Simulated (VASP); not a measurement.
CdSe: single point with PBEsol

The system is CdSe.

```
Cd Se
1.0
     0.00000    2.98623    2.98623
     2.98623    0.00000    2.98623
     2.98623    2.98623    0.00000
Cd Se
1 1
Direct
  0.00000 0.00000 0.00000
  0.75000 0.75000 0.75000
```

```yaml
Program: VASP 6.6.1
Task: single point
Functional: PBEsol
Potentials_or_basis: VASP PAW PBE potentials, release 64 (Cd, Se)
Cutoff: 520 eV
k_mesh: 10 × 10 × 10
Occupations: gaussian, width 0.05 eV
Spin: no spin polarisation
```

```yaml
Pressure: 3.6 GPa
Band_gap_on_the_k_mesh: 0.59 eV, direct
```

Levels at points of the mesh, in eV from the valence-band top:
```
           k point  band 5  band 6  band 7  band 8  band 9  band 10  band 11  band 12  band 13  band 14
(0.00, 0.00, 0.00)   -7.68   -7.68    0.00    0.00    0.00     0.59     5.85     5.85     5.85     9.81
(0.50, 0.00, 0.00)   -7.65   -7.34   -4.79   -0.84   -0.84     2.35     6.37     6.37     7.42    10.04
(0.50, 0.50, 0.00)   -7.61   -7.27   -4.39   -2.08   -2.08     2.89     3.71     9.25    10.45    10.45
```

Wall time 17 s on 1 thread of Intel(R) Xeon(R) 6975P-C (Granite Rapids), on a shared host, peak memory 0.2 GiB.

Caveat: the PAW data sets were made with another functional, which shifts forces and pressure a little.
